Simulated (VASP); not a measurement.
Runs of VASP 6.6.1 on Os. The structure is that of space group I4/mmm (No. 139), or close to it. The cells are those of the table. 

```tsv
cell	gap on the mesh (eV)	pressure (GPa)
a = 2.751, b = 2.617, c = 2.617 Å, angles 63.4, 58.3, 58.3°, 1 atom	none	28.4
a = 2.751, b = 2.650, c = 2.650 Å, angles 62.5, 58.7, 58.7°, 1 atom	none	13.0
a = 2.751, b = 2.683, c = 2.683 Å, angles 61.7, 59.2, 59.2°, 1 atom	none	-0.1
a = 2.751, b = 2.891, c = 2.891 Å, angles 56.8, 61.6, 61.6°, 1 atom	none	(a)
```

Alike in all rows: task single point; level PBEsol; potentials or basis VASP PAW PBE potentials, release 64 (Os); no spin polarisation; k mesh 20 × 20 × 20; cutoff (eV) 520; smearing gaussian 0.15 eV.

Fill in the values left out.

(a) -43.0.

Caveats: the PAW data sets were made with another functional, which shifts forces and pressure a little; spin-orbit coupling is left out, which moves the levels of the heavy elements.

A k mesh can miss the band edges, and the runs leave out spin-orbit coupling on Os.

A gap of «none» marks levels without a gap at the run's occupations.
